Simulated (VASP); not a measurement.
# Si2O (Pmmm) in VASP: notebook, part 2 of 2

VASP 6.6.1. Earlier steps stand in the parts before.

## 3. Single point, PBE

This run uses another cell than the first one, of 13.25 Å³/atom.

INCAR

```
ALGO = Normal
EDIFF = 1E-7
ENCUT = 520
GGA = PE
ISIF = 2
ISMEAR = 0
LASPH = T
LCHARG = F
LREAL = F
LWAVE = F
NBANDS = 23
NELM = 60
PREC = Accurate
SIGMA = 0.1
```

KPOINTS

```
k-points
0
Gamma
  14 8 6
```

POSCAR

```
Si2O
1.0
    2.6256542682      0.0000000000      0.0000000000
    0.0000000000      5.1623927970      0.0000000000
    0.0000000000      0.0000000000      5.8661544856
Si O
4 2
Direct
    0.5000000000      0.5000000000      0.7381529854
    0.5000000000      0.5000000000      0.2618470146
    0.5000000000      0.0000000000      0.7174476046
    0.5000000000      0.0000000000      0.2825523954
    0.0000000000      0.5000000000      0.0000000000
    0.5000000000      0.0000000000      0.0000000000
```

Potentials or basis: VASP PAW PBE potentials, release 64 (Si, O).

On the command line:

```
$ cat potpaw_PBE.64/Si/POTCAR potpaw_PBE.64/O/POTCAR > POTCAR
$ mpirun -np 1 vasp_std > vasp.out
```

OUTCAR:

```text
EDIFF = 1E-7
   ENCUT = 520
   GGA = PE
   ISIF = 2
   ISMEAR = 0
   LASPH = T
   LREAL = F
   NELM = 60
   PREC = Accurate

 ion  position               nearest neighbor table
   1  0.500  0.500  0.738-   5 2.02   5 2.02   3 2.58   3 2.58   2 2.79   2 3.07
   2  0.500  0.500  0.262-   5 2.02   5 2.02   4 2.58   4 2.58   1 2.79   1 3.07
   3  0.500  0.000  0.717-   6 1.66   4 2.55   1 2.58   1 2.58
   4  0.500  0.000  0.283-   6 1.66   3 2.55   2 2.58   2 2.58
   5  0.000  0.500  0.000-   1 2.02   2 2.02   1 2.02   2 2.02
   6  0.500  0.000  0.000-   3 1.66   4 1.66

  LATTYP: Found a simple orthorhombic cell.
 ALAT       =     2.6256542682
 B/A-ratio  =     1.9661357779
 C/A-ratio  =     2.2341686629

  Lattice vectors:

 A1 = (   2.6256542682,   0.0000000000,   0.0000000000)
 A2 = (   0.0000000000,   5.1623927970,   0.0000000000)
 A3 = (   0.0000000000,   0.0000000000,   5.8661544856)

Analysis of symmetry for initial positions (statically):
=====================================================================
 Subroutine PRICEL returns:
 Original cell was already a primitive cell.

 Routine SETGRP: Setting up the symmetry group for a
 simple orthorhombic supercell.

 Subroutine GETGRP returns: Found  8 space group operations
 (whereof  8 operations were pure point group operations)
 out of a pool of  8 trial point group operations.

The static configuration has the point symmetry D_2h.

Analysis of symmetry for dynamics (positions and initial velocities):
=====================================================================
 Subroutine PRICEL returns:
 Original cell was already a primitive cell.

 Routine SETGRP: Setting up the symmetry group for a
 simple orthorhombic supercell.

 Subroutine GETGRP returns: Found  8 space group operations
 (whereof  8 operations were pure point group operations)
 out of a pool of  8 trial point group operations.

The dynamic configuration has the point symmetry D_2h.

 Subroutine INISYM returns: Found  8 space group operations
 (whereof  8 operations are pure point group operations),
 and found     1 'primitive' translations

----------------------------------------------------------------------------------------

                                     Primitive cell

  volume of cell :      79.5137

  direct lattice vectors                    reciprocal lattice vectors
     2.625654268  0.000000000  0.000000000     0.380857454  0.000000000  0.000000000
     0.000000000  5.162392797  0.000000000     0.000000000  0.193708623  0.000000000
     0.000000000  0.000000000  5.866154486     0.000000000  0.000000000  0.170469428

  length of vectors
     2.625654268  5.162392797  5.866154486     0.380857454  0.193708623  0.170469428

  position of ions in fractional coordinates (direct lattice)
     0.500000000  0.500000000  0.738152985
     0.500000000  0.500000000  0.261847015
     0.500000000  0.000000000  0.717447605
     0.500000000  0.000000000  0.282552395
     0.000000000  0.500000000  0.000000000
     0.500000000  0.000000000  0.000000000

  ion indices of the primitive-cell ions
   primitive index   ion index
                 1           1
                 2           2
                 3           3
                 4           4
                 5           5
[... 31 lines left out ...]
  0.071429  0.000000  0.000000      2.000000
  0.142857  0.000000  0.000000      2.000000
  0.214286  0.000000  0.000000      2.000000
  0.285714  0.000000  0.000000      2.000000
  0.357143  0.000000  0.000000      2.000000
[... 16 lines left out ...]
  0.428571  0.250000  0.000000      4.000000
  0.500000  0.250000  0.000000      2.000000
 [... further k-points ...]
   k-points           NKPTS =    160   k-points in BZ     NKDIM =    160   number of bands    NBANDS=     23
   number of dos      NEDOS =    301   number of ions     NIONS =      6
   total plane-waves  NPLWV =  38400
   dimension x,y,z NGX =    20 NGY =   40 NGZ =   48
   dimension x,y,z NGXF=    40 NGYF=   80 NGZF=   96
   ions per type =               4   2
   NGX,Y,Z   is equivalent  to a cutoff of  12.66, 12.88, 13.60 a.u.
   NGXF,Y,Z  is equivalent  to a cutoff of  25.33, 25.76, 27.21 a.u.
 SYSTEM =  unknown system
   PREC   = accura    normal or accurate (medium, high low for compatibility)
   ISTART =      0    job   : 0-new  1-cont  2-samecut
   ICHARG =      2    charge: 1-file 2-atom 10-const
   ISPIN  =      1    spin polarized calculation?
   LNONCOLLINEAR =      F non collinear calculations
   LSORBIT =      F    spin-orbit coupling
   LASPH  =      T    aspherical Exc in radial PAW
   ENCUT  =  520.0 eV  38.22 Ry    6.18 a.u.   4.88  9.60 10.91*2*pi/ulx,y,z
   NELM   =     60;   NELMIN=  2; NELMDL= -5     # of ELM steps
   EDIFF  = 0.1E-06   stopping-criterion for ELM
   LREAL  =      F    real-space projection
   EDIFFG = 0.1E-05   stopping-criterion for IOM
   NSW    =      0    number of steps for IOM
   IBRION =     -1    ionic relax: 0-MD 1-quasi-New 2-CG
   NFREE  =      0    steps in history (QN), initial steepest desc. (CG)
   ISIF   =      2    stress and relaxation
   ISYM   =      2    0-nonsym 1-usesym 2-fastsym
   POTIM  = 0.5000    time-step for ionic-motion
   TEBEG  =    0.0;   TEEND  =   0.0 temperature during run
   PSTRESS=    0.0 pullay stress
   NELECT =      28.0000    total number of electrons
   NUPDOWN=      -1.0000    fix difference up-down
   EMIN   =  10.00;   EMAX   =-10.00  energy-range for DOS
   EFERMI =   0.00;   METHOD = LEGACY
   ISMEAR =     0;   SIGMA  =   0.10  broadening in eV -4-tet -1-fermi 0-gaus
   EFERMI_NEDOS =   21; number of points for ismear=-14 and -15
   IALGO  =     38    algorithm
   IMIX   =      4    mixing-type and parameters
     AMIX     =   0.40;   BMIX     =  1.00
     AMIX_MAG =   1.60;   BMIX_MAG =  1.00
  volume/ion in A,a.u.               =      13.25        89.43
  Fermi-wavevector in a.u.,A,eV,Ry     =   1.156059  2.184635 18.183824  1.336473
  Thomas-Fermi vector in A             =   2.292683
   LORBIT       =      0    0 simple, 1 ext, 2 COOP (PROOUT), +10 PAW based schemes
   GGA     = PE    functional components
   LHFCALC =     F    Hartree Fock is set to
   AEXX    =    0.0000 exact exchange contribution
   IVDW    =     0    specifies the selected vdW correction
   LEPSILON=     F    determine dielectric tensor
   LRPA    =     F    only Hartree local field effects (RPA)
 non-spin polarized calculation
 Gauss-broadening in eV      SIGMA  =   0.10
  energy-cutoff  :      520.00
  volume of cell :       79.51
 maximum number of plane-waves:      2166
 NGX is ok and might be reduce to    20
   NGX =  9   NGY = 19   NGZ = 21

 number of electron      28.0000001 magnetization

 Free energy of the ion-electron system (eV)
  ---------------------------------------------------
  ext. energy  EPLUGINS =         0.00000000
  ---------------------------------------------------
  free energy    TOTEN  =       -34.59484056 eV

  energy without entropy =      -34.58710313  energy(sigma->0) =      -34.59097184

 E-fermi :   7.7765     XC(G=0): -10.7390

 val. band max:        7.7742783427   @ k =   0.4286   0.0000   0.3333
 cond. band min:       7.7808304129   @ k =   0.0714   0.2500   0.0000
 fundamental gap:      0.0065520702
 Fermi energy:         7.7764716783

 k-point     1 :       0.0000    0.0000    0.0000
  band No.  band energies     occupation
      1     -13.6547      2.00000
      2     -12.7899      2.00000
      3      -4.1161      2.00000
      4      -3.0562      2.00000
      5      -1.8266      2.00000
      6      -0.2961      2.00000
[... 613 lines left out ...]
     22      14.0561      0.00000
     23      14.9153      0.00000

 [... further k-points ...]

------------------------ aborting loop because EDIFF is reached ----------------------------------------

  FORCE on cell =-STRESS in cart. coord.  units (eV):
  Direction    XX          YY          ZZ          XY          YZ          ZX
  --------------------------------------------------------------------------------------
  -------------------------------------------------------------------------------------
  Total       -0.0185587     -0.0466084      0.1301979      0.0000000      0.0000000      0.0000000
  in kB       -0.3739530     -0.9391455      2.6234473      0.0000000      0.0000000      0.0000000
  external PRESSURE =       0.4367829 kB  Pullay stress =       0.0000000 kB

 VOLUME and BASIS-vectors are now :
 -----------------------------------------------------------------------------
  energy-cutoff  :      520.00
  volume of cell :       79.51
      direct lattice vectors                 reciprocal lattice vectors
     2.625654268  0.000000000  0.000000000     0.380857454  0.000000000  0.000000000
     0.000000000  5.162392797  0.000000000     0.000000000  0.193708623  0.000000000
     0.000000000  0.000000000  5.866154486     0.000000000  0.000000000  0.170469428

 POSITION                                       TOTAL-FORCE (eV/Angst)
 -----------------------------------------------------------------------------------
      1.31283      2.58120      4.33012        -0.000000     -0.000000     -0.011846
      1.31283      2.58120      1.53604         0.000000     -0.000000      0.011846
      1.31283      0.00000      4.20866        -0.000000      0.000000     -0.036705
      1.31283      0.00000      1.65750        -0.000000      0.000000      0.036705
      0.00000      2.58120      0.00000        -0.000000     -0.000000      0.000000
      1.31283      0.00000      0.00000        -0.000000     -0.000000      0.000000
 -----------------------------------------------------------------------------------
    total drift:                                0.000000      0.000000     -0.000000

  FREE ENERGIE OF THE ION-ELECTRON SYSTEM (eV)
  ---------------------------------------------------
  free  energy   TOTEN  =       -34.5948405607 eV

  energy  without entropy=      -34.5871031267  energy(sigma->0) =      -34.59097184
```

stdout:

```text
POSCAR found type information on POSCAR SiO
 POSCAR found :  2 types and       6 ions
 scaLAPACK will be used
 LDA part: xc-table for (Slater+PW92), standard interpolation
 POSCAR, INCAR and KPOINTS ok, starting setup
 FFT: planning ... GRIDC
 FFT: planning ... GRID_SOFT
 FFT: planning ... GRID
 WAVECAR not read
 entering main loop
```

Run time: 2.4 min. Hardware: 1 thread of Intel Xeon 6975P-C (Granite Rapids), shared host; peak memory 0.34 GiB.

What came out:

- Free energy: -34.5948 eV
- Pressure: 0.0 GPa
- Largest force: 0.037 eV/Å
- Band gap on the k mesh: zero (bands 14 and 15 overlap by 3.19 eV)

Forces in eV/Å, atoms in the order of the input:
```
Si   0.000  0.000 -0.012
Si   0.000  0.000  0.012
Si   0.000  0.000 -0.037
Si   0.000  0.000  0.037
O    0.000  0.000  0.000
O    0.000  0.000  0.000
```

## 4. Single point, PBE, collinear spin, ferromagnetic start

INCAR

```
SYSTEM = Si2O
ALGO = Normal
EDIFF = 1E-6
ENCUT = 520
GGA = PE
ISIF = 2
ISMEAR = 0
ISPIN = 2
LASPH = .TRUE.
LCHARG = .FALSE.
LORBIT = 11
LREAL = .FALSE.
LWAVE = .FALSE.
MAGMOM = 0 0 0 0 1 1
NBANDS = 27
NELM = 150
PREC = Accurate
SIGMA = 0.1
```

KPOINTS

```
k-points
0
G
  6 4 4
  0 0 0
```

POSCAR

```
Si2O
1.0
    2.6401997881      0.0000000000      0.0000000000
    0.0000000000      5.1300617315      0.0000000000
    0.0000000000      0.0000000000      5.8423211873
Si O
4 2
Direct
    0.5000000000      0.5000000000      0.7375566038
    0.5000000000      0.5000000000      0.2624433962
    0.5000000000      0.0000000000      0.7162663778
    0.5000000000      0.0000000000      0.2837336222
    0.0000000000      0.5000000000      0.0000000000
    0.5000000000      0.0000000000      0.0000000000
```

On the command line:

```
$ cat potpaw_PBE.64/Si/POTCAR potpaw_PBE.64/O/POTCAR > POTCAR
$ mpirun -np 1 vasp_std > vasp.out
```

Run time: 76 s. Hardware: 1 thread of Intel Xeon 6975P-C (Granite Rapids), shared host; peak memory 0.27 GiB.

It converged, with:

| Item | Value |
| --- | --- |
| Free energy | -34.6224 eV |
| Pressure | 0.0 GPa |
| Largest force | 0.031 eV/Å |
| Band gap on the k mesh | zero (filled and empty bands overlap) |
| Net moment | 0.00 μB per cell |
| Valence electrons inside the program's atomic spheres | Si 1.50, 1.59 (each value once); O 5.01, 5.18 |

Forces in eV/Å, atoms in the order of the input:
```
Si   0.000  0.000 -0.011
Si   0.000  0.000  0.011
Si   0.000  0.000 -0.031
Si   0.000  0.000  0.031
O    0.000  0.000  0.000
O    0.000  0.000  0.000
```

Stress tensor (GPa, compression positive):
```
-0.14  0.00  0.00
 0.00 -0.07  0.00
 0.00  0.00  0.24
```

Levels at points of the mesh, in eV from the Fermi level:
Spin up:
```tsv
k point	band 12	band 13	band 14	band 15	band 16	band 17
(0.00, 0.00, 0.00)	-3.27	-2.89	-0.87	-0.52	2.78	6.23
(0.50, 0.00, 0.00)	-2.27	-2.20	-1.16	-0.98	-0.92	2.32
(0.00, 0.50, 0.00)	-2.94	0.22	0.64	1.10	1.96	2.16
(0.50, 0.50, 0.00)	-3.43	-2.67	-2.50	-1.00	1.21	1.30
(0.00, 0.00, 0.50)	-3.19	-2.89	-1.16	2.15	3.37	4.31
(0.50, 0.00, 0.50)	-2.72	-2.38	-1.80	-0.23	0.46	1.27
(0.00, 0.50, 0.50)	-2.94	-0.68	-0.33	2.82	3.40	3.77
(0.50, 0.50, 0.50)	-2.70	-1.47	-1.38	-1.37	-0.12	1.23
```
Spin down:
| k point | band 11 | band 12 | band 13 | band 14 | band 15 | band 16 | band 17 | band 18 |
| --- | --- | --- | --- | --- | --- | --- | --- | --- |
| (0.00, 0.00, 0.00) | -3.46 | -3.27 | -2.89 | -0.87 | -0.52 | 2.78 | 6.23 | 6.57 |
| (0.50, 0.00, 0.00) | -3.93 | -2.27 | -2.20 | -1.16 | -0.98 | -0.92 | 2.32 | 2.52 |
| (0.00, 0.50, 0.00) | -3.32 | -2.94 | 0.22 | 0.64 | 1.10 | 1.96 | 2.16 | 2.60 |
| (0.50, 0.50, 0.00) | -3.84 | -3.43 | -2.67 | -2.50 | -1.00 | 1.21 | 1.30 | 3.57 |
| (0.00, 0.00, 0.50) | -3.35 | -3.19 | -2.89 | -1.16 | 2.15 | 3.37 | 4.31 | 5.60 |
| (0.50, 0.00, 0.50) | -3.05 | -2.72 | -2.38 | -1.80 | -0.23 | 0.46 | 1.27 | 1.58 |
| (0.00, 0.50, 0.50) | -4.52 | -2.94 | -0.68 | -0.33 | 2.82 | 3.40 | 3.77 | 4.10 |
| (0.50, 0.50, 0.50) | -3.83 | -2.70 | -1.47 | -1.38 | -1.37 | -0.12 | 1.23 | 2.22 |

Caveat: the k points lie up to 0.40 Å⁻¹ apart, too coarse for converged energies and pressures of a metal.

## 5. The runs side by side

```tsv
spin	cell	k mesh	gap on the mesh (eV)	pressure (GPa)	largest force (eV/Å)
off	a = 2.640, b = 5.842, c = 5.130 Å, 6 atoms, atomic positions A	6 × 4 × 4	none	0.0	0.03
off	a = 2.626, b = 5.162, c = 5.866 Å, 6 atoms, atomic positions B	14 × 8 × 6	none	0.0	0.04
collinear, ferromagnetic start	a = 2.640, b = 5.130, c = 5.842 Å, 6 atoms, atomic positions C	6 × 4 × 4	none	0.0	0.03
```

Alike in all rows: task single point; level PBE; potentials or basis VASP PAW PBE potentials, release 64 (Si, O); cutoff (eV) 520; smearing gaussian 0.1 eV.

Caveats: some runs use coarse meshes.

Absolute energies hang on the potentials; compare differences alone.

The gap in the log of VASP goes by the Fermi energy; the results here count the filled bands.